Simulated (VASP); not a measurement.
# La3Pb (Pm-3m) in VASP: further runs

The runs below take La3Pb through single point, relaxation of cell and atoms, with LDA.

Everything below comes from runs of VASP 6.6.1. Logs are shortened: lines on timing, memory, paths and dates and some standing lists are left out, and cuts for length are marked.

## Step 1: The cell of the first run

Symmetry: Pm-3m, No. 221, cubic system. Conventional cell: a = 4.916 Å, b = 4.916 Å, c = 4.916 Å, α = 90.00°, β = 90.00°, γ = 90.00°. La (site symmetry 4/mmm) has 8 La at 3.48 Å and 4 Pb at 3.48 Å within 4.6 Å. Pb (site symmetry m-3m) has 12 La at 3.48 Å within 4.6 Å.

## Step 2: Single point, LDA

Contents of INCAR:

```
ALGO = Normal
EDIFF = 1E-6
ENCUT = 520
GGA = CA
ISIF = 2
ISMEAR = 1
LASPH = True
LCHARG = False
LREAL = False
LWAVE = False
NBANDS = 32
NELM = 80
PREC = Accurate
SIGMA = 0.05
```

Contents of KPOINTS:

```
k-points
0
Gamma
  4 4 4
```

Contents of POSCAR:

```
La3Pb
1.0
    4.9161535505      0.0000000000      0.0000000000
    0.0000000000      4.9161535505      0.0000000000
    0.0000000000      0.0000000000      4.9161535505
La Pb
3 1
Direct
    0.5000000000      0.5000000000      0.0000000000
    0.0000000000      0.5000000000      0.5000000000
    0.5000000000      0.0000000000      0.5000000000
    0.0000000000      0.0000000000      0.0000000000
```

Potentials or basis: VASP PAW LDA potentials, release 64 (La, Pb_d).

Command:

```console
$ cat potpaw_LDA.64/La/POTCAR potpaw_LDA.64/Pb_d/POTCAR > POTCAR
$ mpirun -np 1 vasp_std > vasp.out
```

OUTCAR:

```text
EDIFF = 1E-6
   ENCUT = 520
   GGA = CA
   ISIF = 2
   ISMEAR = 1
   LASPH = True
   LREAL = False
   NELM = 80
   PREC = Accurate

 ion  position               nearest neighbor table
   1  0.500  0.500  0.000-   2 3.48   3 3.48   4 3.48   2 3.48   3 3.48   3 3.48   4 3.48   3 3.48
                             2 3.48   4 3.48   2 3.48   4 3.48
   2  0.000  0.500  0.500-   1 3.48   3 3.48   4 3.48   1 3.48   4 3.48   3 3.48   4 3.48   4 3.48
                             1 3.48   3 3.48   1 3.48   3 3.48
   3  0.500  0.000  0.500-   1 3.48   2 3.48   4 3.48   1 3.48   4 3.48   1 3.48   2 3.48   1 3.48
                             2 3.48   4 3.48   4 3.48   2 3.48
   4  0.000  0.000  0.000-   1 3.48   2 3.48   3 3.48   2 3.48   3 3.48   1 3.48   2 3.48   2 3.48
                             1 3.48   3 3.48   3 3.48   1 3.48

  LATTYP: Found a simple cubic cell.
 ALAT       =     4.9161535505

  Lattice vectors:

 A1 = (   4.9161535505,   0.0000000000,   0.0000000000)
 A2 = (   0.0000000000,   4.9161535505,   0.0000000000)
 A3 = (   0.0000000000,   0.0000000000,   4.9161535505)

Analysis of symmetry for initial positions (statically):
=====================================================================
 Subroutine PRICEL returns:
 Original cell was already a primitive cell.

 Routine SETGRP: Setting up the symmetry group for a
 simple cubic supercell.

 Subroutine GETGRP returns: Found 48 space group operations
 (whereof 48 operations were pure point group operations)
 out of a pool of 48 trial point group operations.

The static configuration has the point symmetry O_h .

Analysis of symmetry for dynamics (positions and initial velocities):
=====================================================================
 Subroutine PRICEL returns:
 Original cell was already a primitive cell.

 Routine SETGRP: Setting up the symmetry group for a
 simple cubic supercell.

 Subroutine GETGRP returns: Found 48 space group operations
 (whereof 48 operations were pure point group operations)
 out of a pool of 48 trial point group operations.

The dynamic configuration has the point symmetry O_h .

 Subroutine INISYM returns: Found 48 space group operations
 (whereof 48 operations are pure point group operations),
 and found     1 'primitive' translations

----------------------------------------------------------------------------------------

                                     Primitive cell

  volume of cell :     118.8164

  direct lattice vectors                    reciprocal lattice vectors
     4.916153550  0.000000000  0.000000000     0.203411059  0.000000000  0.000000000
     0.000000000  4.916153550  0.000000000     0.000000000  0.203411059  0.000000000
     0.000000000  0.000000000  4.916153550     0.000000000  0.000000000  0.203411059

  length of vectors
     4.916153550  4.916153550  4.916153550     0.203411059  0.203411059  0.203411059

  position of ions in fractional coordinates (direct lattice)
     0.500000000  0.500000000  0.000000000
     0.000000000  0.500000000  0.500000000
     0.500000000  0.000000000  0.500000000
     0.000000000  0.000000000  0.000000000

  ion indices of the primitive-cell ions
   primitive index   ion index
                 1           1
                 2           2
                 3           3
                 4           4

----------------------------------------------------------------------------------------

 KPOINTS: k-points

Automatic generation of k-mesh.
 Grid dimensions read from file:
 generate k-points for:    4    4    4

 Generating k-lattice:

  Cartesian coordinates                     Fractional coordinates (reciprocal lattice)
     0.050852765  0.000000000  0.000000000     0.250000000  0.000000000  0.000000000
     0.000000000  0.050852765  0.000000000     0.000000000  0.250000000  0.000000000
     0.000000000  0.000000000  0.050852765     0.000000000  0.000000000  0.250000000

  Length of vectors
     0.050852765  0.050852765  0.050852765

  Shift w.r.t. Gamma in fractional coordinates (k-lattice)
     0.000000000  0.000000000  0.000000000

 Subroutine IBZKPT returns following result:
 ===========================================

 Found     10 irreducible k-points:

 Following reciprocal coordinates:
            Coordinates               Weight
  0.000000  0.000000  0.000000      1.000000
  0.250000  0.000000  0.000000      6.000000
  0.500000  0.000000  0.000000      3.000000
  0.250000  0.250000  0.000000     12.000000
  0.500000  0.250000  0.000000     12.000000
  0.500000  0.500000  0.000000      3.000000
  0.250000  0.250000  0.250000      8.000000
  0.500000  0.250000  0.250000     12.000000
  0.500000  0.500000  0.250000      6.000000
  0.500000  0.500000  0.500000      1.000000
   k-points           NKPTS =     10   k-points in BZ     NKDIM =     10   number of bands    NBANDS=     32
   number of dos      NEDOS =    301   number of ions     NIONS =      4
   total plane-waves  NPLWV =  64000
   dimension x,y,z NGX =    40 NGY =   40 NGZ =   40
   dimension x,y,z NGXF=    80 NGYF=   80 NGZF=   80
   ions per type =               3   1
   NGX,Y,Z   is equivalent  to a cutoff of  13.53, 13.53, 13.53 a.u.
   NGXF,Y,Z  is equivalent  to a cutoff of  27.05, 27.05, 27.05 a.u.
 SYSTEM =  unknown system
   PREC   = accura    normal or accurate (medium, high low for compatibility)
   ISTART =      0    job   : 0-new  1-cont  2-samecut
   ICHARG =      2    charge: 1-file 2-atom 10-const
   ISPIN  =      1    spin polarized calculation?
   LNONCOLLINEAR =      F non collinear calculations
   LSORBIT =      F    spin-orbit coupling
   LASPH  =      T    aspherical Exc in radial PAW
   ENCUT  =  520.0 eV  38.22 Ry    6.18 a.u.   9.14  9.14  9.14*2*pi/ulx,y,z
   NELM   =     80;   NELMIN=  2; NELMDL= -5     # of ELM steps
   EDIFF  = 0.1E-05   stopping-criterion for ELM
   LREAL  =      F    real-space projection
   EDIFFG = 0.1E-04   stopping-criterion for IOM
   NSW    =      0    number of steps for IOM
   IBRION =     -1    ionic relax: 0-MD 1-quasi-New 2-CG
   NFREE  =      0    steps in history (QN), initial steepest desc. (CG)
   ISIF   =      2    stress and relaxation
   ISYM   =      2    0-nonsym 1-usesym 2-fastsym
   POTIM  = 0.5000    time-step for ionic-motion
   TEBEG  =    0.0;   TEEND  =   0.0 temperature during run
   PSTRESS=    0.0 pullay stress
   NELECT =      47.0000    total number of electrons
   NUPDOWN=      -1.0000    fix difference up-down
   EMIN   =  10.00;   EMAX   =-10.00  energy-range for DOS
   EFERMI =   0.00;   METHOD = LEGACY
   ISMEAR =     1;   SIGMA  =   0.05  broadening in eV -4-tet -1-fermi 0-gaus
   EFERMI_NEDOS =   21; number of points for ismear=-14 and -15
   IALGO  =     38    algorithm
   IMIX   =      4    mixing-type and parameters
     AMIX     =   0.40;   BMIX     =  1.00
     AMIX_MAG =   1.60;   BMIX_MAG =  1.00
  volume/ion in A,a.u.               =      29.70       200.45
  Fermi-wavevector in a.u.,A,eV,Ry     =   1.201753  2.270985 19.649685  1.444211
  Thomas-Fermi vector in A             =   2.337554
   LORBIT       =      0    0 simple, 1 ext, 2 COOP (PROOUT), +10 PAW based schemes
   GGA     = CA    functional components
   LHFCALC =     F    Hartree Fock is set to
   AEXX    =    0.0000 exact exchange contribution
   IVDW    =     0    specifies the selected vdW correction
   LEPSILON=     F    determine dielectric tensor
   LRPA    =     F    only Hartree local field effects (RPA)
 non-spin polarized calculation
 Methfessel and Paxton  Order N= 1 SIGMA  =   0.05
  energy-cutoff  :      520.00
  volume of cell :      118.82
 maximum number of plane-waves:      3218
 NGX is ok and might be reduce to    40
   NGX = 19   NGY = 19   NGZ = 19

 number of electron      46.9999998 magnetization

 Free energy of the ion-electron system (eV)
  ---------------------------------------------------
  ext. energy  EPLUGINS =         0.00000000
  ---------------------------------------------------
  free energy    TOTEN  =       -22.74550508 eV

  energy without entropy =      -22.74130032  energy(sigma->0) =      -22.74410349

 E-fermi :   9.2929     XC(G=0): -10.6700

 val. band max:        9.2864468866   @ k =   0.2500   0.2500   0.0000
 cond. band min:       9.3101772360   @ k =   0.5000   0.2500   0.2500
 fundamental gap:      0.0237303494
 Fermi energy:         9.2929158723

 k-point     1 :       0.0000    0.0000    0.0000
  band No.  band energies     occupation
      1     -23.3209      2.00000
      2     -22.8615      2.00000
      3     -22.8615      2.00000
      4      -7.7800      2.00000
      5      -7.7800      2.00000
      6      -7.7800      2.00000
[... 24 lines left out ...]
     31      11.2412      0.00000
     32      11.2696      0.00000

 k-point     2 :       0.2500    0.0000    0.0000
  band No.  band energies     occupation
      1     -23.2640      2.00000
      2     -22.9219      2.00000
      3     -22.8602      2.00000
      4      -7.7015      2.00000
      5      -7.7015      2.00000
      6      -7.6015      2.00000
[... 24 lines left out ...]
     31      11.2125      0.00000
     32      11.2735      0.00000

 k-point     3 :       0.5000    0.0000    0.0000
  band No.  band energies     occupation
      1     -23.1708      2.00000
      2     -23.0187      2.00000
      3     -22.8589      2.00000
      4      -7.6242      2.00000
      5      -7.6242      2.00000
      6      -7.2095      2.00000
[... 24 lines left out ...]
     31      10.8887      0.00000
     32      10.9541      0.00000

 k-point     4 :       0.2500    0.2500    0.0000
  band No.  band energies     occupation
      1     -23.2130      2.00000
      2     -22.9391      2.00000
      3     -22.8944      2.00000
      4      -7.7995      2.00000
      5      -7.6017      2.00000
      6      -7.3145      2.00000
[... 164 lines left out ...]
     31      11.1627      0.00000
     32      11.2060      0.00000

 k-point     9 :       0.5000    0.5000    0.2500
  band No.  band energies     occupation
      1     -23.0138      2.00000
      2     -23.0130      2.00000
      3     -23.0130      2.00000
      4      -8.0966      2.00000
      5      -7.7554      2.00000
      6      -7.5279      2.00000
[... 24 lines left out ...]
     31      11.1426      0.00000
     32      11.1603      0.00000

 k-point    10 :       0.5000    0.5000    0.5000
  band No.  band energies     occupation
      1     -23.0114      2.00000
      2     -23.0114      2.00000
      3     -23.0114      2.00000
      4      -8.3412      2.00000
      5      -7.6900      2.00000
      6      -7.6900      2.00000
[... 24 lines left out ...]
     31      10.8193      0.00000
     32      11.1653      0.00000

------------------------ aborting loop because EDIFF is reached ----------------------------------------

  FORCE on cell =-STRESS in cart. coord.  units (eV):
  Direction    XX          YY          ZZ          XY          YZ          ZX
  --------------------------------------------------------------------------------------
  -------------------------------------------------------------------------------------
  Total       -0.0287512     -0.0287512     -0.0287512      0.0000000      0.0000000      0.0000000
  in kB       -0.3876953     -0.3876953     -0.3876953      0.0000000      0.0000000      0.0000000
  external PRESSURE =      -0.3876953 kB  Pullay stress =       0.0000000 kB

 VOLUME and BASIS-vectors are now :
 -----------------------------------------------------------------------------
  energy-cutoff  :      520.00
  volume of cell :      118.82
      direct lattice vectors                 reciprocal lattice vectors
     4.916153550  0.000000000  0.000000000     0.203411059  0.000000000  0.000000000
     0.000000000  4.916153550  0.000000000     0.000000000  0.203411059  0.000000000
     0.000000000  0.000000000  4.916153550     0.000000000  0.000000000  0.203411059

 POSITION                                       TOTAL-FORCE (eV/Angst)
 -----------------------------------------------------------------------------------
      2.45808      2.45808      0.00000         0.000000      0.000000      0.000000
      0.00000      2.45808      2.45808         0.000000      0.000000      0.000000
      2.45808      0.00000      2.45808         0.000000      0.000000      0.000000
      0.00000      0.00000      0.00000         0.000000      0.000000      0.000000
 -----------------------------------------------------------------------------------
    total drift:                                0.000000     -0.000000     -0.000000

  FREE ENERGIE OF THE ION-ELECTRON SYSTEM (eV)
  ---------------------------------------------------
  free  energy   TOTEN  =       -22.7455050796 eV

  energy  without entropy=      -22.7413003231  energy(sigma->0) =      -22.74410349
```

Wall time 53 s (1 thread of Intel Xeon 6975P-C (Granite Rapids), shared host); peak memory 0.21 GiB.

What came out:

```yaml
Free_energy: -22.7455 eV
Pressure: 0.0 GPa
```

Caveat: spin-orbit coupling is left out, which moves the levels of the heavy elements.

## Step 3: Relaxation of cell and atoms, LDA

This run uses another cell than the first one, of 32.65 Å³/atom, 1.099 times its volume.

Contents of INCAR:

```
ALGO = Normal ; EDIFF = 1E-7
EDIFFG = -0.01 ; ENCUT = 600
GGA = CA ; IBRION = 2
ISIF = 3 ; ISMEAR = 1
LASPH = T ; LCHARG = F
LREAL = F ; LWAVE = F
NELM = 80 ; NSW = 50
PREC = Accurate ; SIGMA = 0.05
```

KPOINTS is that of step 2.

Contents of POSCAR:

```
La3Pb
1.0
    5.0733230000      0.0000000000      0.0000000000
    0.0000000000      5.0733230000      0.0000000000
    0.0000000000      0.0000000000      5.0733230000
La Pb
3 1
Direct
    0.5000000000      0.5000000000      0.0000000000
    0.0000000000      0.5000000000      0.5000000000
    0.5000000000      0.0000000000      0.5000000000
    0.0000000000      0.0000000000      0.0000000000
```

Potentials or basis: VASP PAW LDA potentials, release 64 (La, Pb_d).

Command:

```console
$ cat potpaw_LDA.64/La/POTCAR potpaw_LDA.64/Pb_d/POTCAR > POTCAR
$ mpirun -np 1 vasp_std > vasp.out
```

Wall time 3 min (1 thread of Intel Xeon 6975P-C (Granite Rapids), shared host); peak memory 0.25 GiB.

It converged, with:

| Quantity | Value |
| --- | --- |
| Free energy | -22.7464 eV |
| Relaxed volume | 29.69 Å³/atom |
| Relaxed cell | a = 4.916 Å, b = 4.916 Å, c = 4.916 Å, α = 90.00°, β = 90.00°, γ = 90.00° |
| Space group after relaxing (to 0.05 Å) | Pm-3m (No. 221) |
| Energy gained by relaxing | 40.0 meV/atom |
| Ionic steps | 3 |
| Pressure after relaxing | 0.0 GPa |

Step by step:
| step | energy change (eV) | largest force (eV/Å) | pressure (GPa) | volume (Å³) |
| --- | --- | --- | --- | --- |
| 1 | 0.0000 | 0.0000 | -4.03 | 130.58 |
| 2 | -0.1465 | 0.0000 | 1.45 | 115.68 |
| 3 | -0.1601 | 0.0000 | 0.01 | 118.78 |

Final structure:
```cif
data_structure
_symmetry_space_group_name_H-M 'P 1'
_symmetry_Int_Tables_number 1
_cell_length_a 4.9156
_cell_length_b 4.9156
_cell_length_c 4.9156
_cell_angle_alpha 90.000
_cell_angle_beta 90.000
_cell_angle_gamma 90.000
_cell_volume 118.78
loop_
_atom_site_label
_atom_site_type_symbol
_atom_site_fract_x
_atom_site_fract_y
_atom_site_fract_z
_atom_site_occupancy
La1 La 0.50000 0.50000 0.00000 1
La2 La 0.00000 0.50000 0.50000 1
La3 La 0.50000 0.00000 0.50000 1
Pb1 Pb 0.00000 0.00000 0.00000 1
```

Levels at points of the mesh, in eV from the Fermi level:
```csv
k point,band 22,band 23,band 24,band 25,band 26,band 27
"(0.00, 0.00, 0.00)",-1.04,-1.04,-1.04,0.10,0.10,0.10
"(0.50, 0.00, 0.00)",-1.12,-0.73,0.55,0.97,1.13,1.29
"(0.50, 0.50, 0.00)",-0.15,-0.15,0.42,0.77,1.11,1.11
"(0.50, 0.50, 0.50)",-0.38,-0.38,-0.38,1.28,1.38,1.38
```

Caveat: spin-orbit coupling is left out, which moves the levels of the heavy elements.
